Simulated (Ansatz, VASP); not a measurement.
## Os in VASP and in Ansatz

Contents of INCAR:

```
PREC = Accurate ; ENCUT = 600
EDIFF = 1E-7 ; ISMEAR = 0
SIGMA = 0.1 ; LREAL = F
LASPH = T ; NELM = 120
ALGO = Normal ; ISIF = 3
LWAVE = F ; LCHARG = F
GGA = PE ; IBRION = 2
NSW = 90 ; EDIFFG = -0.04
GGA_COMPAT = F ; NELMIN = 4
```

The input KPOINTS:

```
regular mesh
0
Gamma
  6 6 4
```

The input POSCAR:

```
Os
1.0
    2.9400607200      0.0000000000      0.0000000000
   -1.4700303600      2.5461672700      0.0000000000
    0.0000000000      0.0000000000      7.1538171200
Os
2
Direct
    0.0000000000      0.0000000000      0.3745145100
    0.0000000000      0.0000000000      0.6254854900
```

Input for Ansatz:

```yaml
crystal:
  lattice:
    - [2.94006072, 0.0, 0.0]
    - [-1.47003036, 2.54616727, 0.0]
    - [0.0, 0.0, 7.15381712]
  atoms:
    - { symbol: Os, position: [0.0, 0.0, 0.37451451] }
    - { symbol: Os, position: [0.0, 0.0, 0.62548549] }
basis:
  ecutwfc: 420
kpoints:
  mp_grid: { grid: [6, 6, 4] }
hamiltonian:
  xc: pbe
scf:
  occupations: { method: gaussian, width: 0.1 }
  lower_state_search: "off"
output:
  forces: true
  stress: true
  eigenvalues: true
relax:
  adjacent_minimum: "off"
  f_tol: 0.04
  max_steps: 70
  cell: { stress_tol: 0.4 }
```

Alike in both runs: task relaxation of cell and atoms; functional PBE; k mesh 6 × 6 × 4; occupations gaussian, width 0.1 eV; no spin polarisation.

```csv
,VASP,Ansatz
version,VASP 6.6.1,Ansatz 0.2.0
potentials or method,"VASP PAW PBE potentials, release 64 (Os), cutoff 600 eV","scalar-relativistic, plane waves, PAW"
valence electrons in the cell,16,32
```

```csv
,VASP,Ansatz,Ansatz less VASP
"gap on the k mesh at the Fermi level, each at its own relaxed structure (eV)",none,none,-
relaxed volume (Å³/atom),17.42,17.46,+0.034
relaxed cell length with the largest relative difference (Å),5.625,5.637,+0.0128
```

A gap of «none» marks a metal or a gap that the smearing closes. VASP's potentials hold 16 valence electrons a cell and Ansatz's 32, so a difference there can come from the potentials and not from the codes.

The k mesh is coarse, so the values compare programs but aren't converged. Spin-orbit coupling is off throughout. Noted on VASP's run: the volume moved by over 15 % at a fixed basis, so the end points are rough.
